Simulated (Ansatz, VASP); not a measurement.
**One calculation of C, two programs**

The input INCAR:

```
PREC = Accurate
ENCUT = 520
EDIFF = 1E-7
ISMEAR = -1
SIGMA = 0.1
LREAL = False
LASPH = True
NELM = 100
ALGO = Normal
ISIF = 2
LWAVE = False
LCHARG = True
GGA = PS
LELF = True
LVHAR = True
NBANDS = 8
```

File KPOINTS:

```
Automatic mesh
0
Gamma
  20 20 20
```

The input POSCAR:

```
C
1.0
    0.0000000000      1.5380222939      1.5380222939
    1.5380222939      0.0000000000      1.5380222939
    1.5380222939      1.5380222939      0.0000000000
C
1
Direct
    0.0000000000      0.0000000000      0.0000000000
```

Input for Ansatz:

```yaml
crystal:
  lattice:
    - [0.0, 1.5380222939, 1.5380222939]
    - [1.5380222939, 0.0, 1.5380222939]
    - [1.5380222939, 1.5380222939, 0.0]
  atoms:
    - { symbol: C, position: [0.0, 0.0, 0.0] }
hamiltonian:
  xc: pbesol
  pseudopotentials:
    kind: paw
    azcp:
      C: "pseudopotentials/C.paw.azcp"
basis:
  ecutwfc: 420
  fft_grid_basis: typed
kpoints:
  mp_grid: { grid: [20, 20, 20], shift: [0, 0, 0] }
magnetization:
  spin_polarized: false
scf:
  occupations: { method: fermi_dirac, width: 0.1 }
  lower_state_search: "off"
output:
  stress: true
  write_density: true
  write_potential: true
  elf: true
  volumetric_format: npy
```

Alike in both runs: task single point; functional PBEsol; k mesh 20 × 20 × 20; occupations fermi-dirac, width 0.1 eV; no spin polarisation.

```csv
,VASP,Ansatz
version,VASP 6.6.1,Ansatz 0.2.0
potentials or method,"VASP PAW PBE potentials, release 64 (C), cutoff 520 eV","plane waves (420 eV) with PAW, scalar-relativistic"
valence electrons in the cell,4,4
```

```csv
,VASP,Ansatz,Ansatz less VASP
pressure (GPa),-6.2,-6.4,-0.17
```

VASP's potentials were made for PBE, not for PBEsol, and Ansatz warns of the same on its side. With one functional, cell and mesh, what is left measures potentials, basis and numerics.
